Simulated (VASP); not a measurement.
Wanted: the native input for a VASP 6.6.1 run.

- Task: single point
- Functional: PBEsol
- Potentials or basis: VASP PAW PBE potentials, release 64 (In_d, Sb)
- Cutoff: 520 eV
- k mesh: 12 × 12 × 8
- Occupations: gaussian, width 0.15 eV
- Spin: no spin polarisation
- Dipole correction: no
- Further INCAR settings: ALGO = Fast; EDIFF = 1e-07; NBANDS = 40

The structure of In2Sb lies in POSCAR:

```
In2Sb
1.0
    5.3333334163      0.0000000000      0.0000000000
   -2.6666667081      4.6188022253      0.0000000000
    0.0000000000      0.0000000000      6.3928489772
In Sb
4 2
Direct
    0.6666666667      0.3333333333      0.2500000000
    0.3333333333      0.6666666667      0.7500000000
    0.0000000000      0.0000000000      0.5000000000
    0.0000000000      0.0000000000      0.0000000000
    0.6666666667      0.3333333333      0.7500000000
    0.3333333333      0.6666666667      0.2500000000
```

The input as run:

INCAR

```
SYSTEM = In2Sb
PREC = Accurate
ENCUT = 520
EDIFF = 1E-7
ISMEAR = 0
SIGMA = 0.15
LREAL = .FALSE.
LASPH = .TRUE.
NELM = 100
ALGO = Fast
ISIF = 2
LWAVE = .FALSE.
LCHARG = .FALSE.
GGA = PS
NBANDS = 40
```

KPOINTS

```
Automatic mesh
0
G
  12 12 8
  0 0 0
```

Potentials or basis: VASP PAW PBE potentials, release 64 (In_d, Sb).

Run with:

```console
$ cat potpaw_PBE.64/In_d/POTCAR potpaw_PBE.64/Sb/POTCAR > POTCAR
$ mpirun -np 1 vasp_std > vasp.out
```

Results of the run:

```
Pressure               : 0.0 GPa
Band gap on the k mesh : zero (bands 31 and 32 overlap by 2.23 eV)
```

Caveat: the PAW data sets were made with another functional, which shifts forces and pressure a little; spin-orbit coupling is left out, which moves the levels of the heavy elements.

Run time: 26 min on 1 thread of Intel Xeon 8259CL, with other jobs on the host, peak memory 0.59 GiB.
